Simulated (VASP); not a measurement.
# Al in VASP: a series of runs

Runs on Al. Level: PBE+D3(BJ). Tasks: single point.

Everything below comes from runs of VASP 6.6.1. Logs are shortened: lines on timing, memory, paths and dates and some standing lists are left out, and cuts for length are marked.

**1. The cell of the first run**

The cell holds a slab with vacuum, 12 atoms: a = 5.728 Å, b = 5.728 Å, c = 16.677 Å, α = 90.00°, β = 90.00°, γ = 60.00°.

**2. Single point, PBE+D3(BJ)**

File INCAR:

```
SYSTEM = Al
PREC     = Accurate       ! precision mode
ENCUT    = 520            ! plane-wave cutoff, eV
EDIFF    = 1E-6           ! SCF threshold, eV
ISMEAR   = -1             ! smearing method
SIGMA    = 0.1            ! smearing width, eV
LREAL    = .FALSE.        ! projectors in reciprocal space
LASPH    = .TRUE.         ! aspherical terms in the spheres
NELM     = 80             ! most SCF steps
ALGO     = Normal         ! electronic algorithm
ISIF     = 2              ! what is computed and relaxed
LWAVE    = .FALSE.        ! write WAVECAR
LCHARG   = .FALSE.        ! write CHGCAR
GGA      = PE             ! functional
IVDW     = 12             ! dispersion correction
NBANDS   = 30             ! bands
```

File KPOINTS:

```
regular mesh
0
G
  2 2 1
  0 0 0
```

File POSCAR:

```
Al
1.0
    5.7275650000      0.0000000000      0.0000000000
    2.8637820000      4.9602170000      0.0000000000
    0.0000000000      0.0000000000     16.6765370000
Al
12
Direct
    0.1666684945      0.1666660955      0.0599644878
    0.6666715499      0.1666660955      0.0599644878
    0.1666709227      0.6666643818      0.0599644878
    0.6666739781      0.6666643818      0.0599644878
   -0.1827945207      0.4113328106      0.2188403983
    0.3113719438      0.3743989426      0.2288124927
   -0.2334060531      0.9379025152      0.2237155112
    0.2831696189      0.8554867660      0.2102474872
   -0.0774508964      0.0604812249      0.3763910937
    0.3713356339      0.1257606270      0.3748739921
   -0.0747065126      0.6109006924      0.3537664924
    0.4659043010      0.5696323366      0.3543541444
```

Potentials or basis: VASP PAW PBE potentials, release 64 (Al).

The run is started by

```bash
> cat potpaw_PBE.64/Al/POTCAR > POTCAR
> mpirun -np 1 vasp_std > vasp.out
```

OUTCAR:

```text
SYSTEM = Al
   PREC = Accurate
   ENCUT = 520
   EDIFF = 1E-6
   ISMEAR = -1
   LREAL = .FALSE.
   LASPH = .TRUE.
   NELM = 80
   ISIF = 2
   GGA = PE
   IVDW = 12
 IVDW          = 12

 ion  position               nearest neighbor table
   1  0.167  0.167  0.060-   4 2.86   2 2.86   3 2.86   3 2.86   2 2.86   4 2.86   8 2.95   5 3.19
                             6 3.32
   2  0.667  0.167  0.060-   1 2.86   3 2.86   4 2.86   4 2.86   3 2.86   1 2.86   7 2.96   5 3.31
                             6 3.33
   3  0.167  0.667  0.060-   4 2.86   2 2.86   1 2.86   1 2.86   2 2.86   4 2.86   8 2.94   6 3.17

   4  0.667  0.667  0.060-   1 2.86   3 2.86   2 2.86   2 2.86   3 2.86   1 2.86   5 2.94   8 3.15
                             7 3.33
   5  0.817  0.411  0.219-  11 2.73   6 2.74   8 2.84  12 2.86   7 2.87   7 2.88   4 2.94   8 2.96
                             6 3.01   9 3.18   1 3.19   2 3.31
   6  0.311  0.374  0.229-   7 2.56   8 2.70  12 2.72   5 2.74  10 2.75  11 2.84   5 3.01   8 3.07
                             3 3.17   7 3.18   1 3.32   2 3.33
   7  0.767  0.938  0.224-   6 2.56  11 2.71   8 2.76   5 2.87   5 2.88   9 2.90   2 2.96   8 3.04
                             6 3.18  10 3.19   4 3.33
   8  0.283  0.855  0.210-   6 2.70   7 2.76  12 2.80   5 2.84   3 2.94   1 2.95   5 2.96   7 3.04
                             6 3.07   4 3.15   9 3.30  10 3.31
   9  0.923  0.060  0.376-  11 2.59  10 2.78  12 2.80   7 2.90  10 2.99  12 3.00   5 3.18  11 3.18
                             8 3.30
  10  0.371  0.126  0.375-  11 2.70   6 2.75   9 2.78  12 2.87  12 2.97   9 2.99  11 3.09   7 3.19
                             8 3.31
  11  0.925  0.611  0.354-   9 2.59  10 2.70   7 2.71   5 2.73  12 2.76   6 2.84  12 2.99  10 3.09
                             9 3.18
  12  0.466  0.570  0.354-   6 2.72  11 2.76   8 2.80   9 2.80   5 2.86  10 2.87  10 2.97  11 2.99
                             9 3.00

  LATTYP: Found a hexagonal cell.
 ALAT       =     5.7275649303
 C/A-ratio  =     2.9116277516

  Lattice vectors:

 A1 = (  -2.8637820000,  -4.9602170000,   0.0000000000)
 A2 = (   5.7275650000,   0.0000000000,   0.0000000000)
 A3 = (   0.0000000000,   0.0000000000,  16.6765370000)

Analysis of symmetry for initial positions (statically):
=====================================================================
 Subroutine PRICEL returns:
 Original cell was already a primitive cell.

 Routine SETGRP: Setting up the symmetry group for a
 hexagonal supercell.

 Subroutine GETGRP returns: Found  1 space group operations
 (whereof  1 operations were pure point group operations)
 out of a pool of 24 trial point group operations.

The static configuration has the point symmetry C_1 .

Analysis of symmetry for dynamics (positions and initial velocities):
=====================================================================
 Subroutine PRICEL returns:
 Original cell was already a primitive cell.

 Routine SETGRP: Setting up the symmetry group for a
 hexagonal supercell.

 Subroutine GETGRP returns: Found  1 space group operations
 (whereof  1 operations were pure point group operations)
 out of a pool of 24 trial point group operations.

The dynamic configuration has the point symmetry C_1 .

 Subroutine INISYM returns: Found  1 space group operations
 (whereof  1 operations are pure point group operations),
 and found     1 'primitive' translations

----------------------------------------------------------------------------------------

                                     Primitive cell

  volume of cell :     473.7798

  direct lattice vectors                    reciprocal lattice vectors
     5.727565000  0.000000000  0.000000000     0.174594265 -0.100802024  0.000000000
     2.863782000  4.960217000  0.000000000     0.000000000  0.201604083  0.000000000
     0.000000000  0.000000000 16.676537000     0.000000000  0.000000000  0.059964488

  length of vectors
     5.727565000  5.727564930 16.676537000     0.201604081  0.201604083  0.059964488

  position of ions in fractional coordinates (direct lattice)
     0.166668495  0.166666095  0.059964488
     0.666671550  0.166666095  0.059964488
     0.166670923  0.666664382  0.059964488
     0.666673978  0.666664382  0.059964488
     0.817205479  0.411332811  0.218840398
     0.311371944  0.374398943  0.228812493
     0.766593947  0.937902515  0.223715511
     0.283169619  0.855486766  0.210247487
     0.922549104  0.060481225  0.376391094
     0.371335634  0.125760627  0.374873992
     0.925293487  0.610900692  0.353766492
     0.465904301  0.569632337  0.354354144

  ion indices of the primitive-cell ions
   primitive index   ion index
                 1           1
                 2           2
                 3           3
                 4           4
                 5           5
                 6           6
                 7           7
                 8           8
                 9           9
                10          10
                11          11
                12          12

----------------------------------------------------------------------------------------

 KPOINTS: regular mesh

Automatic generation of k-mesh.
 Grid dimensions read from file:
 generate k-points for:    2    2    1

 Generating k-lattice:

  Cartesian coordinates                     Fractional coordinates (reciprocal lattice)
     0.087297132 -0.050401012  0.000000000     0.500000000  0.000000000  0.000000000
     0.000000000  0.100802042  0.000000000     0.000000000  0.500000000  0.000000000
     0.000000000  0.000000000  0.059964488     0.000000000  0.000000000  1.000000000

  Length of vectors
     0.100802040  0.100802042  0.059964488

  Shift w.r.t. Gamma in fractional coordinates (k-lattice)
     0.000000000  0.000000000  0.000000000

 Subroutine IBZKPT returns following result:
 ===========================================

 Found      4 irreducible k-points:

 Following reciprocal coordinates:
            Coordinates               Weight
  0.000000  0.000000  0.000000      1.000000
  0.500000 -0.000000  0.000000      1.000000
  0.500000  0.500000  0.000000      1.000000
  0.000000  0.500000  0.000000      1.000000
   k-points           NKPTS =      4   k-points in BZ     NKDIM =      4   number of bands    NBANDS=     30
   number of dos      NEDOS =    301   number of ions     NIONS =     12
   total plane-waves  NPLWV = 290304
   dimension x,y,z NGX =    48 NGY =   48 NGZ =  126
   dimension x,y,z NGXF=    96 NGYF=   96 NGZF=  252
   ions per type =              12
   NGX,Y,Z   is equivalent  to a cutoff of  13.93, 13.93, 12.56 a.u.
   NGXF,Y,Z  is equivalent  to a cutoff of  27.86, 27.86, 25.12 a.u.
 SYSTEM =  Al
   PREC   = accura    normal or accurate (medium, high low for compatibility)
   ISTART =      0    job   : 0-new  1-cont  2-samecut
   ICHARG =      2    charge: 1-file 2-atom 10-const
   ISPIN  =      1    spin polarized calculation?
   LNONCOLLINEAR =      F non collinear calculations
   LSORBIT =      F    spin-orbit coupling
   LASPH  =      T    aspherical Exc in radial PAW
   ENCUT  =  520.0 eV  38.22 Ry    6.18 a.u.  10.65 10.65 31.01*2*pi/ulx,y,z
   NELM   =     80;   NELMIN=  2; NELMDL= -5     # of ELM steps
   EDIFF  = 0.1E-05   stopping-criterion for ELM
   LREAL  =      F    real-space projection
   EDIFFG = 0.1E-04   stopping-criterion for IOM
   NSW    =      0    number of steps for IOM
   IBRION =     -1    ionic relax: 0-MD 1-quasi-New 2-CG
   NFREE  =      0    steps in history (QN), initial steepest desc. (CG)
   ISIF   =      2    stress and relaxation
   ISYM   =      2    0-nonsym 1-usesym 2-fastsym
   POTIM  = 0.5000    time-step for ionic-motion
   TEBEG  =    0.0;   TEEND  =   0.0 temperature during run
   PSTRESS=    0.0 pullay stress
   NELECT =      36.0000    total number of electrons
   NUPDOWN=      -1.0000    fix difference up-down
   EMIN   =  10.00;   EMAX   =-10.00  energy-range for DOS
   EFERMI =   0.00;   METHOD = LEGACY
   ISMEAR =    -1;   SIGMA  =   0.10  broadening in eV -4-tet -1-fermi 0-gaus
   EFERMI_NEDOS =   21; number of points for ismear=-14 and -15
   IALGO  =     38    algorithm
   IMIX   =      4    mixing-type and parameters
     AMIX     =   0.40;   BMIX     =  1.00
     AMIX_MAG =   1.60;   BMIX_MAG =  1.00
  volume/ion in A,a.u.               =      39.48       266.44
  Fermi-wavevector in a.u.,A,eV,Ry     =   0.693399  1.310335  6.541719  0.480803
  Thomas-Fermi vector in A             =   1.775602
   LORBIT       =      0    0 simple, 1 ext, 2 COOP (PROOUT), +10 PAW based schemes
   GGA     = PE    functional components
   LHFCALC =     F    Hartree Fock is set to
   AEXX    =    0.0000 exact exchange contribution
   IVDW    =    12    specifies the selected vdW correction
   LEPSILON=     F    determine dielectric tensor
   LRPA    =     F    only Hartree local field effects (RPA)
 non-spin polarized calculation
  energy-cutoff  :      520.00
  volume of cell :      473.78
 maximum number of plane-waves:     12795
 NGX is ok and might be reduce to    48
   NGX = 21   NGY = 21   NGZ = 63

 number of electron      36.0000000 magnetization

 Free energy of the ion-electron system (eV)
  ---------------------------------------------------
  ext. energy  EPLUGINS =         0.00000000
  ---------------------------------------------------
  free energy    TOTEN  =       -40.25604777 eV

  energy without entropy =      -39.97304901  energy(sigma->0) =      -40.11454839

 E-fermi :   1.2827     XC(G=0):  -5.5390

 val. band max:        1.2732494129   @ k =   0.0000   0.5000   0.0000
 cond. band min:       1.3092344644   @ k =   0.5000  -0.0000   0.0000
 fundamental gap:      0.0359850515
 Fermi energy:         1.2827295652

 k-point     1 :       0.0000    0.0000    0.0000
  band No.  band energies     occupation
      1      -8.9072      2.00000
      2      -7.6487      2.00000
      3      -5.3356      2.00000
      4      -3.2777      2.00000
      5      -3.2275      2.00000
      6      -3.1940      2.00000
[... 22 lines left out ...]
     29       3.8888      0.00000
     30       3.9715      0.00000

 k-point     2 :       0.5000   -0.0000    0.0000
  band No.  band energies     occupation
      1      -7.4447      2.00000
      2      -7.4007      2.00000
      3      -6.2110      2.00000
      4      -6.1364      2.00000
      5      -4.6326      2.00000
      6      -4.2778      2.00000
[... 22 lines left out ...]
     29       4.3289      0.00000
     30       4.6129      0.00000

 k-point     3 :       0.5000    0.5000    0.0000
  band No.  band energies     occupation
      1      -7.5315      2.00000
      2      -7.3265      2.00000
      3      -6.1874      2.00000
      4      -6.1116      2.00000
      5      -4.5360      2.00000
      6      -4.4282      2.00000
[... 22 lines left out ...]
     29       4.5053      0.00000
     30       4.5810      0.00000

 k-point     4 :       0.0000    0.5000    0.0000
  band No.  band energies     occupation
      1      -7.5648      2.00000
      2      -7.2831      2.00000
      3      -6.1915      2.00000
      4      -6.1254      2.00000
      5      -4.5308      2.00000
      6      -4.4187      2.00000
[... 22 lines left out ...]
     29       4.4591      0.00000
     30       4.6139      0.00000

------------------------ aborting loop because EDIFF is reached ----------------------------------------

 Edisp (eV)   -2.60601

 E8    (eV) :    -1.2106

  FORCE on cell =-STRESS in cart. coord.  units (eV):
  Direction    XX          YY          ZZ          XY          YZ          ZX
  --------------------------------------------------------------------------------------
  -------------------------------------------------------------------------------------
  Total      -7.03640    -9.69056     0.05876    -0.76910    -0.94110     0.96486
  in kB     -23.79494   -32.77050     0.19871    -2.60085    -3.18252     3.26285
  external pressure =      -18.79 kB  Pullay stress =        0.00 kB

 VOLUME and BASIS-vectors are now :
 -----------------------------------------------------------------------------
  energy-cutoff  :      520.00
  volume of cell :      473.78
      direct lattice vectors                 reciprocal lattice vectors
     5.727565000  0.000000000  0.000000000     0.174594265 -0.100802024  0.000000000
     2.863782000  4.960217000  0.000000000     0.000000000  0.201604083  0.000000000
     0.000000000  0.000000000 16.676537000     0.000000000  0.000000000  0.059964488

 POSITION                                       TOTAL-FORCE (eV/Angst)
 -----------------------------------------------------------------------------------
      1.43190      0.82670      1.00000         0.037458      0.175361      0.208961
      4.29570      0.82670      1.00000        -0.061548      0.062271      0.225055
      2.86380      3.30680      1.00000        -0.090559     -0.047369      0.125252
      5.72760      3.30680      1.00000        -0.005348     -0.020779      0.105737
      5.85857      2.04030      3.64950         0.027117     -0.306973     -0.349941
      2.85560      1.85710      3.81580        -0.515169      0.055331     -0.902169
      7.07667      4.65220      3.73080         0.082281     -0.264781     -0.472512
      4.07180      4.24340      3.50620         0.258923      0.511466      0.108653
      5.45716      0.30000      6.27690         0.245290      0.424120     -0.099725
      2.48700      0.62380      6.25160         0.196219     -0.565367      0.010492
      7.04916      3.03020      5.89960        -0.310748     -0.242695      0.448189
      4.29980      2.82550      5.90940         0.136083      0.219415      0.592007
 -----------------------------------------------------------------------------------
    total drift:                               -0.000006      0.000006     -0.000106

  FREE ENERGIE OF THE ION-ELECTRON SYSTEM (eV)
  ---------------------------------------------------
  free  energy   TOTEN  =       -42.8620605251 eV

  energy  without entropy=      -42.5790617653  energy(sigma->0) =      -42.72056115
```

Run time: 1.9 min. Hardware: 1 thread of Intel Xeon Platinum 8259CL at 2.50GHz (Skylake/Cascade Lake), shared host; peak memory 0.55 GiB.

What came out:

* Free energy: -42.8621 eV
* Largest force: 1.040 eV/Å
* Band gap on the k mesh: zero (band 18 reaches 1.50 eV, above the bottom of band 19 at 0.45 eV)
* Dispersion energy per atom: -0.217 eV

Forces in eV/Å, atoms in the order of the input:
```
Al   0.037  0.175  0.209
Al  -0.062  0.062  0.225
Al  -0.091 -0.047  0.125
Al  -0.005 -0.021  0.106
Al   0.027 -0.307 -0.350
Al  -0.515  0.055 -0.902
Al   0.082 -0.265 -0.473
Al   0.259  0.511  0.109
Al   0.245  0.424 -0.100
Al   0.196 -0.565  0.010
Al  -0.311 -0.243  0.448
Al   0.136  0.219  0.592
```

Caveat: the k points lie up to 0.63 Å⁻¹ apart.

**3. Single point, PBE+D3(BJ)**

File INCAR:

```
SYSTEM = Al
PREC     = Accurate       ! precision mode
ENCUT    = 520            ! plane-wave cutoff, eV
EDIFF    = 1E-6           ! SCF threshold, eV
ISMEAR   = -1             ! smearing method
SIGMA    = 0.1            ! smearing width, eV
LREAL    = .False.        ! projectors in reciprocal space
LASPH    = .True.         ! aspherical terms in the spheres
NELM     = 100            ! most SCF steps
ALGO     = Normal         ! electronic algorithm
ISIF     = 2              ! what is computed and relaxed
LWAVE    = .False.        ! write WAVECAR
LCHARG   = .False.        ! write CHGCAR
GGA      = PE             ! functional
IVDW     = 12             ! dispersion correction
NBANDS   = 30             ! bands
```

File KPOINTS:

```
regular mesh
0
Gamma
  2 2 1
  0 0 0
```

File POSCAR:

```
Al
1.0
    5.7275650000      0.0000000000      0.0000000000
    2.8637820000      4.9602170000      0.0000000000
    0.0000000000      0.0000000000     16.6765370000
Al
12
Direct
    0.1666684945      0.1666660955      0.0599644878
    0.6666715499      0.1666660955      0.0599644878
    0.1666709227      0.6666643818      0.0599644878
    0.6666739781      0.6666643818      0.0599644878
   -0.1876121561      0.2992409405      0.2020383488
    0.3637614041      0.2987772511      0.1867893796
   -0.0961231597      0.7760547573      0.1937632495
    0.3370651376      0.8256695221      0.2000055527
    0.0692952642     -0.0839076194      0.3507502787
    0.5293884859     -0.0323372949      0.3319993833
    0.0278796029      0.4368760480      0.3306921575
    0.5387915304      0.4311908128      0.3776443515
```

Potentials or basis: VASP PAW PBE potentials, release 64 (Al).

The run is started by

```bash
> cat potpaw_PBE.64/Al/POTCAR > POTCAR
> mpirun -np 1 vasp_std > vasp.out
```

Wall time 1.9 min (1 thread of Intel Xeon Platinum 8259CL at 2.50GHz (Skylake/Cascade Lake), shared host); peak memory 0.55 GiB.

The run converged. Its results:

```yaml
Free_energy: -42.8827 eV
Largest_force: 1.208 eV/Å
Band_gap_on_the_k_mesh: zero (band 18 reaches 1.25 eV, above the bottom of band 19 at 0.71 eV)
Dispersion_energy_per_atom: -0.224 eV
```

Forces in eV/Å, atoms in the order of the input:
```
Al  -0.249 -0.171 -0.068
Al   0.367 -0.182 -0.538
Al   0.285  0.005 -0.554
Al  -0.128 -0.097  0.116
Al   0.494  0.217  0.015
Al  -0.557 -0.052  1.071
Al  -0.845  0.158  0.622
Al   0.444 -0.068 -0.223
Al  -0.347  0.201  0.033
Al   0.318 -0.212  0.004
Al  -0.005  0.228  0.059
Al   0.222 -0.026 -0.538
```

Levels at points of the mesh, in eV from the Fermi level:
```csv
k point,band 13,band 14,band 15,band 16,band 17,band 18,band 19,band 20,band 21,band 22
"(0.00, 0.00, 0.00)",-3.02,-2.69,-2.51,-2.42,-0.67,-0.57,-0.43,-0.30,-0.20,0.00
"(0.50, 0.00, 0.00)",-1.82,-1.66,-0.41,-0.18,-0.09,-0.01,0.72,0.98,1.11,1.24
"(0.50, 0.50, 0.00)",-1.78,-1.59,-0.59,-0.22,-0.04,0.11,0.69,0.96,1.19,1.21
"(0.00, 0.50, 0.00)",-1.78,-1.72,-0.36,-0.12,-0.05,0.03,0.73,1.04,1.14,1.22
```

Caveat: the k points lie up to 0.63 Å⁻¹ apart.
